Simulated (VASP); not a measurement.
# Li: single point with HSE06

Crystal: Li.

```xyz
1
Lattice="-1.7309 1.7309 1.7309 1.7309 -1.7309 1.7309 1.7309 1.7309 -1.7309" Properties=species:S:1:pos:R:3 pbc="T T T"
Li    0.0000    0.0000    0.0000
```

| Property | Result |
| --- | --- |
| Program | VASP 6.6.1 |
| Task | single point |
| Functional | HSE06 |
| Potentials or basis | VASP PAW PBE potentials, release 64 (Li_sv) |
| Cutoff | 520 eV |
| k mesh | 6 × 6 × 6 |
| Occupations | fermi-dirac, width 0.05 eV |
| Spin | no spin polarisation |

The band gap on the k mesh is zero (an odd number of electrons rules out a gap without spin polarisation).

Levels at points of the mesh, in eV from the Fermi level:
```csv
k point,band 1,band 2,band 3,band 4,band 5
"(0.00, 0.00, 0.00)",-50.29,-4.36,15.17,15.17,15.17
"(0.50, 0.00, 0.00)",-50.27,0.32,3.42,10.90,12.35
"(0.50, 0.50, 0.50)",-50.26,5.98,5.98,5.98,8.15
```

Wall time 2 min on 1 thread of Intel(R) Xeon(R) Platinum 8259CL CPU @ 2.50GHz (Skylake/Cascade Lake), with other jobs on the host, peak memory 0.23 GiB.

Caveat: the k points lie up to 0.43 Å⁻¹ apart, too coarse for converged energies and pressures of a metal.
